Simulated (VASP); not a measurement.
# BaF2 (Frankdicksonite) (Fm-3m) in VASP: further runs

The runs below take BaF2 (Frankdicksonite) through single point, with PBE.

Everything below comes from runs of VASP 6.6.1. Logs are shortened: lines on timing, memory, paths and dates and some standing lists are left out, and cuts for length are marked.

### 1 The cell of the first run

The structure is cubic, space group Fm-3m (No. 225). The conventional cell has a = 6.030 Å, b = 6.030 Å, c = 6.030 Å, α = 90.00°, β = 90.00°, γ = 90.00°. Within 3.4 Å of Ba (site symmetry m-3m) lie 8 F at 2.61 Å. Within 3.4 Å of F (site symmetry -43m) lie 4 Ba at 2.61 Å and 6 F at 3.02 Å.

### 2 Single point, PBE

Input file INCAR:

```
PREC = Accurate
ENCUT = 600
EDIFF = 1E-6
ISMEAR = -1
SIGMA = 0.05
LREAL = False
LASPH = True
NELM = 120
ALGO = Normal
ISIF = 2
LWAVE = False
LCHARG = True
GGA = PE
LELF = True
LVHAR = True
NBANDS = 19
GGA_COMPAT = False
```

Input file KPOINTS:

```
Automatic mesh
0
Gamma
  6 6 6
```

Input file POSCAR:

```
BaF2
1.0
    0.0000000000      3.0150739907      3.0150739907
    3.0150739907      0.0000000000      3.0150739907
    3.0150739907      3.0150739907      0.0000000000
Ba F
1 2
Direct
    0.0000000000      0.0000000000      0.0000000000
    0.2500000000      0.2500000000      0.2500000000
    0.7500000000      0.7500000000      0.7500000000
```

Potentials or basis: VASP PAW PBE potentials, release 64 (Ba_sv, F).

Launch:

```console
cat potpaw_PBE.64/Ba_sv/POTCAR potpaw_PBE.64/F/POTCAR > POTCAR
mpirun -np 1 vasp_std > vasp.out
```

OUTCAR:

```text
PREC = Accurate
   ENCUT = 600
   EDIFF = 1E-6
   ISMEAR = -1
   LREAL = False
   LASPH = True
   NELM = 120
   ISIF = 2
   GGA = PE

 ion  position               nearest neighbor table
   1  0.000  0.000  0.000-   2 2.61   3 2.61   3 2.61   3 2.61   3 2.61   2 2.61   2 2.61   2 2.61

   2  0.250  0.250  0.250-   1 2.61   1 2.61   1 2.61   1 2.61
   3  0.750  0.750  0.750-   1 2.61   1 2.61   1 2.61   1 2.61

  LATTYP: Found a face centered cubic cell.
 ALAT       =     6.0301479814

  Lattice vectors:

 A1 = (   0.0000000000,   3.0150739907,   3.0150739907)
 A2 = (   3.0150739907,   0.0000000000,   3.0150739907)
 A3 = (   3.0150739907,   3.0150739907,   0.0000000000)

Analysis of symmetry for initial positions (statically):
=====================================================================
 Subroutine PRICEL returns:
 Original cell was already a primitive cell.

 Routine SETGRP: Setting up the symmetry group for a
 face centered cubic supercell.

 Subroutine GETGRP returns: Found 48 space group operations
 (whereof 48 operations were pure point group operations)
 out of a pool of 48 trial point group operations.

The static configuration has the point symmetry O_h .

Analysis of symmetry for dynamics (positions and initial velocities):
=====================================================================
 Subroutine PRICEL returns:
 Original cell was already a primitive cell.

 Routine SETGRP: Setting up the symmetry group for a
 face centered cubic supercell.

 Subroutine GETGRP returns: Found 48 space group operations
 (whereof 48 operations were pure point group operations)
 out of a pool of 48 trial point group operations.

The dynamic configuration has the point symmetry O_h .

 Subroutine INISYM returns: Found 48 space group operations
 (whereof 48 operations are pure point group operations),
 and found     1 'primitive' translations

----------------------------------------------------------------------------------------

                                     Primitive cell

  volume of cell :      54.8181

[... 73 lines left out ...]
   ISTART =      0    job   : 0-new  1-cont  2-samecut
   ICHARG =      2    charge: 1-file 2-atom 10-const
   ISPIN  =      1    spin polarized calculation?
   LNONCOLLINEAR =      F non collinear calculations
   LSORBIT =      F    spin-orbit coupling
   LASPH  =      T    aspherical Exc in radial PAW
   ENCUT  =  600.0 eV  44.10 Ry    6.64 a.u.   8.52  8.52  8.52*2*pi/ulx,y,z
   NELM   =    120;   NELMIN=  2; NELMDL= -5     # of ELM steps
   EDIFF  = 0.1E-05   stopping-criterion for ELM
   LREAL  =      F    real-space projection
   EDIFFG = 0.1E-04   stopping-criterion for IOM
   NSW    =      0    number of steps for IOM
   IBRION =     -1    ionic relax: 0-MD 1-quasi-New 2-CG
   NFREE  =      0    steps in history (QN), initial steepest desc. (CG)
   ISIF   =      2    stress and relaxation
   ISYM   =      2    0-nonsym 1-usesym 2-fastsym
   POTIM  = 0.5000    time-step for ionic-motion
   TEBEG  =    0.0;   TEEND  =   0.0 temperature during run
   PSTRESS=    0.0 pullay stress
   NELECT =      24.0000    total number of electrons
   NUPDOWN=      -1.0000    fix difference up-down
   EMIN   =  10.00;   EMAX   =-10.00  energy-range for DOS
   EFERMI =   0.00;   METHOD = LEGACY
   ISMEAR =    -1;   SIGMA  =   0.05  broadening in eV -4-tet -1-fermi 0-gaus
   EFERMI_NEDOS =   21; number of points for ismear=-14 and -15
   IALGO  =     38    algorithm
   IMIX   =      4    mixing-type and parameters
     AMIX     =   0.40;   BMIX     =  1.00
     AMIX_MAG =   1.60;   BMIX_MAG =  1.00
  volume/ion in A,a.u.               =      18.27       123.31
  Fermi-wavevector in a.u.,A,eV,Ry     =   1.243094  2.349107 21.024844  1.545282
  Thomas-Fermi vector in A             =   2.377420
   LORBIT       =      0    0 simple, 1 ext, 2 COOP (PROOUT), +10 PAW based schemes
   GGA     = PE    functional components
   LHFCALC =     F    Hartree Fock is set to
   AEXX    =    0.0000 exact exchange contribution
   IVDW    =     0    specifies the selected vdW correction
   LEPSILON=     F    determine dielectric tensor
   LRPA    =     F    only Hartree local field effects (RPA)
 non-spin polarized calculation
  energy-cutoff  :      600.00
  volume of cell :       54.82
 maximum number of plane-waves:      1853
 NGX is ok and might be reduce to    36
   NGX = 17   NGY = 17   NGZ = 17

 number of electron      23.9999994 magnetization

 Free energy of the ion-electron system (eV)
  ---------------------------------------------------
  ext. energy  EPLUGINS =         0.00000000
  ---------------------------------------------------
  free energy    TOTEN  =       -16.94580845 eV

  energy without entropy =      -16.94580845  energy(sigma->0) =      -16.94580845

 E-fermi :  -0.5596     XC(G=0):  -9.0900

 val. band max:       -1.7275886741   @ k =  -0.1667   0.1667   0.0000
 cond. band min:       5.4259144886   @ k =   0.0000   0.0000   0.0000
 fundamental gap:      7.1535031627
 Fermi energy:        -0.5596363017

 k-point     1 :       0.0000    0.0000    0.0000
  band No.  band energies     occupation
      1     -24.6496      2.00000
      2     -20.7851      2.00000
      3     -20.5826      2.00000
      4      -9.3268      2.00000
      5      -9.3268      2.00000
      6      -9.3268      2.00000
[... 329 lines left out ...]
      6      -9.2786      2.00000
[... 11 lines left out ...]
     18      13.6008      0.00000
     19      14.0383      0.00000

------------------------ aborting loop because EDIFF is reached ----------------------------------------

  FORCE on cell =-STRESS in cart. coord.  units (eV):
  Direction    XX          YY          ZZ          XY          YZ          ZX
  --------------------------------------------------------------------------------------
  -------------------------------------------------------------------------------------
  Total        3.0273401      3.0273401      3.0273401     -0.0000000      0.0000000      0.0000000
  in kB       88.4805638     88.4805638     88.4805638     -0.0000000      0.0000000      0.0000000
  external PRESSURE =      88.4805638 kB  Pullay stress =       0.0000000 kB

 VOLUME and BASIS-vectors are now :
 -----------------------------------------------------------------------------
  energy-cutoff  :      600.00
  volume of cell :       54.82
      direct lattice vectors                 reciprocal lattice vectors
     0.000000000  3.015073991  3.015073991    -0.165833410  0.165833410  0.165833410
     3.015073991  0.000000000  3.015073991     0.165833410 -0.165833410  0.165833410
     3.015073991  3.015073991  0.000000000     0.165833410  0.165833410 -0.165833410

 POSITION                                       TOTAL-FORCE (eV/Angst)
 -----------------------------------------------------------------------------------
      0.00000      0.00000      0.00000        -0.000000     -0.000000      0.000000
      1.50754      1.50754      1.50754        -0.000000      0.000000     -0.000000
      4.52261      4.52261      4.52261         0.000000      0.000000     -0.000000
 -----------------------------------------------------------------------------------
    total drift:                                0.000000      0.000000      0.000000

  FREE ENERGIE OF THE ION-ELECTRON SYSTEM (eV)
  ---------------------------------------------------
  free  energy   TOTEN  =       -16.9458084518 eV

  energy  without entropy=      -16.9458084518  energy(sigma->0) =      -16.94580845
```

stdout:

```text
POSCAR found type information on POSCAR BaF
 POSCAR found :  2 types and       3 ions
 scaLAPACK will be used
 LDA part: xc-table for (Slater+PW92), standard interpolation
 POSCAR, INCAR and KPOINTS ok, starting setup
 FFT: planning ... GRIDC
 FFT: planning ... GRID_SOFT
 FFT: planning ... GRID
 WAVECAR not read
 entering main loop
```

It took 46 s on 1 thread of AMD EPYC 7R13 (Zen 3), shared host; peak memory 0.17 GiB.

Results:

| Item | Value |
| --- | --- |
| Free energy | -16.9458 eV |
| Pressure | 8.8 GPa |
| Band gap on the k mesh | 7.15 eV, indirect (least direct gap 7.26 eV) |

Levels at points of the mesh, in eV from the valence-band top:
```csv
k point,band 9,band 10,band 11,band 12,band 13,band 14,band 15,band 16
"(0.00, 0.00, 0.00)",-1.75,-0.10,-0.10,-0.10,7.15,9.50,9.50,12.09
"(0.50, 0.00, 0.00)",-0.75,-0.33,-0.14,-0.14,9.53,9.53,9.63,10.13
"(0.50, 0.50, 0.00)",-0.46,-0.24,-0.24,-0.20,7.41,9.44,11.19,12.64
```

Caveat: spin-orbit coupling is left out, which moves the levels of the heavy elements. A k mesh can miss the band edges.

### 3 Single point, PBE

This run uses another cell than the first one, of 18.80 Å³/atom, 1.029 times its volume.

Input file INCAR:

```
SYSTEM = BaF2
  PREC = Accurate
  ENCUT = 600
  EDIFF = 1E-6
  ISMEAR = -1
  SIGMA = 0.05
  LREAL = .FALSE.
  LASPH = .TRUE.
  NELM = 120
  ALGO = Normal
  ISIF = 2
  LWAVE = .FALSE.
  LCHARG = .FALSE.
  GGA = PE
  NBANDS = 19
  GGA_COMPAT = .FALSE.
```

Input file KPOINTS:

```
Automatic mesh
0
G
  6 6 6
  0 0 0
```

Input file POSCAR:

```
BaF2
1.0
    0.0000000000      3.0439281266      3.0439281266
    3.0439281266      0.0000000000      3.0439281266
    3.0439281266      3.0439281266      0.0000000000
Ba F
1 2
Direct
    0.0000000000      0.0000000000      0.0000000000
    0.2500000000      0.2500000000      0.2500000000
    0.7500000000      0.7500000000      0.7500000000
```

Potentials or basis: VASP PAW PBE potentials, release 64 (Ba_sv, F).

Launch:

```console
cat potpaw_PBE.64/Ba_sv/POTCAR potpaw_PBE.64/F/POTCAR > POTCAR
mpirun -np 1 vasp_std > vasp.out
```

Run time: 34 s. Hardware: 1 thread of AMD EPYC 7R13 (Zen 3), shared host; peak memory 0.17 GiB.

Results (log left out):

* Free energy: -17.0236 eV
* Pressure: 6.3 GPa
* Band gap on the k mesh: 7.02 eV, indirect (least direct gap 7.11 eV)

Levels at points of the mesh, in eV from the valence-band top:
```csv
k point,band 8,band 9,band 10,band 11,band 12,band 13,band 14,band 15,band 16,band 17
"(0.00, 0.00, 0.00)",-1.65,-1.65,-0.09,-0.09,-0.09,7.02,9.40,9.40,11.85,11.85
"(0.50, 0.00, 0.00)",-1.22,-0.71,-0.34,-0.14,-0.14,9.41,9.41,9.45,10.02,12.02
"(0.50, 0.50, 0.00)",-0.42,-0.42,-0.27,-0.27,-0.16,7.36,9.30,11.01,12.41,12.41
```

Caveat: spin-orbit coupling is left out, which moves the levels of the heavy elements.

### 4 Single point, PBE

This run uses another cell than the first one, of 19.33 Å³/atom, 1.058 times its volume.

Input file INCAR:

```
PREC = Accurate
ENCUT = 600
EDIFF = 1E-6
ISMEAR = -1
SIGMA = 0.05
LREAL = F
LASPH = T
NELM = 120
ALGO = Normal
ISIF = 2
LWAVE = F
LCHARG = F
GGA = PE
NBANDS = 19
GGA_COMPAT = F
```

Input file KPOINTS:

```
Automatic mesh
0
Gamma
  6 6 6
```

Input file POSCAR:

```
BaF2
1.0
    0.0000000000      3.0722453632      3.0722453632
    3.0722453632      0.0000000000      3.0722453632
    3.0722453632      3.0722453632      0.0000000000
Ba F
1 2
Direct
    0.0000000000      0.0000000000      0.0000000000
    0.2500000000      0.2500000000      0.2500000000
    0.7500000000      0.7500000000      0.7500000000
```

Launch:

```console
cat potpaw_PBE.64/Ba_sv/POTCAR potpaw_PBE.64/F/POTCAR > POTCAR
mpirun -np 1 vasp_std > vasp.out
```

Wall time 34 s (1 thread of AMD EPYC 7R13 (Zen 3), shared host); peak memory 0.18 GiB.

The run converged. Its results:

```yaml
Free_energy: -17.0782 eV
Pressure: 4.1 GPa
Band_gap_on_the_k_mesh: 6.90 eV, indirect (least direct gap 6.97 eV)
```

Levels at points of the mesh, in eV from the valence-band top:
| k point | band 10 | band 11 | band 12 | band 13 | band 14 | band 15 |
| --- | --- | --- | --- | --- | --- | --- |
| (0.00, 0.00, 0.00) | -0.08 | -0.08 | -0.08 | 6.90 | 9.29 | 9.29 |
| (0.50, 0.00, 0.00) | -0.34 | -0.15 | -0.15 | 9.28 | 9.30 | 9.30 |
| (0.50, 0.50, 0.00) | -0.30 | -0.30 | -0.14 | 7.31 | 9.15 | 10.84 |

Caveat: spin-orbit coupling is left out, which moves the levels of the heavy elements. A hybrid or GW would open this gap; PBE tends to underestimate it.

### 5 Single point, PBE

This run uses another cell than the first one, of 19.86 Å³/atom, 1.087 times its volume.

Input file INCAR:

```
SYSTEM = BaF2
  PREC = Accurate
  ENCUT = 600
  EDIFF = 1E-6
  ISMEAR = -1
  SIGMA = 0.05
  LREAL = .FALSE.
  LASPH = .TRUE.
  NELM = 120
  ALGO = Normal
  ISIF = 2
  LWAVE = .FALSE.
  LCHARG = .TRUE.
  GGA = PE
  LELF = .TRUE.
  LVHAR = .TRUE.
  NBANDS = 19
  GGA_COMPAT = .FALSE.
```

Input file KPOINTS:

```
regular mesh
0
G
  6 6 6
  0 0 0
```

Input file POSCAR:

```
BaF2
1.0
    0.0000000000      3.1000500000      3.1000500000
    3.1000500000      0.0000000000      3.1000500000
    3.1000500000      3.1000500000      0.0000000000
Ba F
1 2
Direct
    0.0000000000      0.0000000000      0.0000000000
    0.2500000000      0.2500000000      0.2500000000
    0.7500000000      0.7500000000      0.7500000000
```

Launch:

```console
cat potpaw_PBE.64/Ba_sv/POTCAR potpaw_PBE.64/F/POTCAR > POTCAR
mpirun -np 1 vasp_std > vasp.out
```

Wall time 34 s (1 thread of AMD EPYC 7R13 (Zen 3), shared host); peak memory 0.17 GiB.

The run converged. Its results:

| Property | Result |
| --- | --- |
| Free energy | -17.1127 eV |
| Pressure | 2.3 GPa |
| Band gap on the k mesh | 6.78 eV, indirect (least direct gap 6.84 eV) |

Levels at points of the mesh, in eV from the valence-band top:
| k point | band 10 | band 11 | band 12 | band 13 | band 14 | band 15 |
| --- | --- | --- | --- | --- | --- | --- |
| (0.00, 0.00, 0.00) | -0.07 | -0.07 | -0.07 | 6.78 | 9.19 | 9.19 |
| (0.50, 0.00, 0.00) | -0.34 | -0.16 | -0.16 | 9.11 | 9.19 | 9.19 |
| (0.50, 0.50, 0.00) | -0.32 | -0.32 | -0.11 | 7.26 | 9.01 | 10.67 |

Caveat: spin-orbit coupling is left out, which moves the levels of the heavy elements. A k mesh can miss the band edges.

### 6 Single point, PBE

This run uses another cell than the first one, of 20.39 Å³/atom, 1.116 times its volume.

Input file INCAR:

```
ALGO = Normal
EDIFF = 1E-6
ENCUT = 600
GGA = PE
GGA_COMPAT = False
ISIF = 2
ISMEAR = -1
LASPH = True
LCHARG = False
LREAL = False
LWAVE = False
NBANDS = 19
NELM = 120
PREC = Accurate
SIGMA = 0.05
```

Input file KPOINTS:

```
k-points
0
Gamma
  6 6 6
```

Input file POSCAR:

```
BaF2
1.0
    0.0000000000      3.1273646233      3.1273646233
    3.1273646233      0.0000000000      3.1273646233
    3.1273646233      3.1273646233      0.0000000000
Ba F
1 2
Direct
    0.0000000000      0.0000000000      0.0000000000
    0.2500000000      0.2500000000      0.2500000000
    0.7500000000      0.7500000000      0.7500000000
```

Potentials or basis: VASP PAW PBE potentials, release 64 (Ba_sv, F).

Launch:

```console
cat potpaw_PBE.64/Ba_sv/POTCAR potpaw_PBE.64/F/POTCAR > POTCAR
mpirun -np 1 vasp_std > vasp.out
```

Wall time 36 s (1 thread of AMD EPYC 7R13 (Zen 3), shared host); peak memory 0.17 GiB.

Results (log left out):

| Property | Result |
| --- | --- |
| Free energy | -17.1298 eV |
| Pressure | 0.7 GPa |
| Band gap on the k mesh | 6.66 eV, indirect (least direct gap 6.71 eV) |

Levels at points of the mesh, in eV from the valence-band top:
```
           k point  band 8  band 9  band 10  band 11  band 12  band 13  band 14  band 15  band 16  band 17
(0.00, 0.00, 0.00)   -1.41   -1.41    -0.06    -0.06    -0.06     6.66     9.09     9.09    11.19    11.19
(0.50, 0.00, 0.00)   -1.02   -0.63    -0.34    -0.16    -0.16     8.95     9.08     9.08     9.69    11.39
(0.50, 0.50, 0.00)   -0.34   -0.34    -0.32    -0.32    -0.09     7.20     8.87    10.51    11.74    11.74
```

Caveat: spin-orbit coupling is left out, which moves the levels of the heavy elements. A k mesh can miss the band edges.

### 7 The runs side by side

```tsv
cell	gap on the mesh (eV)	pressure (GPa)
a = 4.264 Å, angles 60.0°, 3 atoms	7.15	8.8
a = 4.305 Å, angles 60.0°, 3 atoms	7.02	6.3
a = 4.345 Å, angles 60.0°, 3 atoms	6.90	4.1
a = 4.384 Å, angles 60.0°, 3 atoms	6.78	2.3
a = 4.423 Å, angles 60.0°, 3 atoms	6.66	0.7
```

Alike in all rows: task single point; level PBE; potentials or basis VASP PAW PBE potentials, release 64 (Ba_sv, F); no spin polarisation; k mesh 6 × 6 × 6; cutoff (eV) 600; smearing fermi-dirac 0.05 eV.

Caveats: spin-orbit coupling is left out, which moves the levels of the heavy elements.

Total energies depend on the potentials used, so only differences within one code and one set of settings carry meaning.
